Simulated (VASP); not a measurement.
The system is Ce.

```
Ce
1.0
     0.00000    2.33904    2.33904
     2.33904    0.00000    2.33904
     2.33904    2.33904    0.00000
Ce
1
Direct
  0.00000 0.00000 0.00000
```

Base run:

```yaml
Program: VASP 6.6.1
Functional: r2SCAN
Potentials_or_basis: VASP PAW PBE potentials, release 64 (Ce)
Cutoff: 520 eV
k_mesh: 12 × 12 × 12
Occupations: fermi-dirac, width 0.01 eV
Spin: no spin polarisation
```

Its results: band gap on the k mesh zero (band 6 reaches 10.40 eV, above the bottom of band 7 at 9.87 eV); pressure -0.8 GPa.

The run is repeated on the same cell with these changes: occupations from fermi-dirac, width 0.01 eV to fermi-dirac, width 0.6 eV. What comes out?

Band gap on the k mesh zero (band 6 reaches 10.81 eV, above the bottom of band 7 at 10.14 eV); pressure 9.8 GPa.

Caveats: the PAW data sets were made with another functional, which shifts forces and pressure a little; spin-orbit coupling is left out, which moves the levels of the heavy elements.
